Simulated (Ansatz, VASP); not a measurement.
Two plane-wave programs on V

Contents of INCAR:

```
PREC = Accurate ; ENCUT = 600
EDIFF = 1E-6 ; ISMEAR = 0
SIGMA = 0.1 ; LREAL = False
LASPH = True ; NELM = 100
ALGO = Normal ; ISIF = 3
LWAVE = False ; LCHARG = False
GGA = PE ; IBRION = 2
NSW = 90 ; EDIFFG = -0.02
```

File KPOINTS:

```
regular mesh
0
Gamma
  16 16 16
```

The input POSCAR:

```
V
1.0
   -1.5143500000      1.5143500000      1.5143500000
    1.5143500000     -1.5143500000      1.5143500000
    1.5143500000      1.5143500000     -1.5143500000
V
1
Direct
    0.0000000000      0.0000000000      0.0000000000
```

Input for Ansatz:

```yaml
crystal:
  lattice:
    - [-1.51435, 1.51435, 1.51435]
    - [1.51435, -1.51435, 1.51435]
    - [1.51435, 1.51435, -1.51435]
  atoms:
    - { symbol: V, position: [0.0, 0.0, 0.0] }
basis:
  ecutwfc: 420
kpoints:
  mp_grid: { grid: [16, 16, 16] }
hamiltonian:
  xc: pbe
scf:
  occupations: { method: gaussian, width: 0.1 }
output:
  forces: true
  stress: true
  eigenvalues: true
  write_density: true
  write_potential: true
  elf: true
  volumetric_format: npy
relax:
  adjacent_minimum: "off"
  f_tol: 0.02
  max_steps: 70
  cell: { stress_tol: 0.1 }
```

Alike in both runs: task relaxation of cell and atoms; functional PBE; k mesh 16 × 16 × 16; occupations gaussian, width 0.1 eV; no spin polarisation.

```csv
,VASP,Ansatz
version,VASP 6.6.1,Ansatz 0.2.0
potentials or method,"VASP PAW PBE potentials, release 64 (V_sv), cutoff 600 eV","scalar-relativistic, plane waves, PAW"
valence electrons in the cell,13,13
```

Ansatz gave:

| Item | Value |
| --- | --- |
| gap on the k mesh at the Fermi level, each at its own relaxed structure (eV) | none |
| relaxed volume (Å³/atom) | 13.47 |
| relaxed cell length with the largest relative difference (Å) | 2.596 |

Question: What did VASP give for the same quantities?

Answer: gap on the k mesh at the Fermi level, each at its own relaxed structure (eV): none; relaxed volume (Å³/atom): 13.48; relaxed cell length with the largest relative difference (Å): 2.597.

A gap of «none» marks a metal or a gap that the smearing closes.
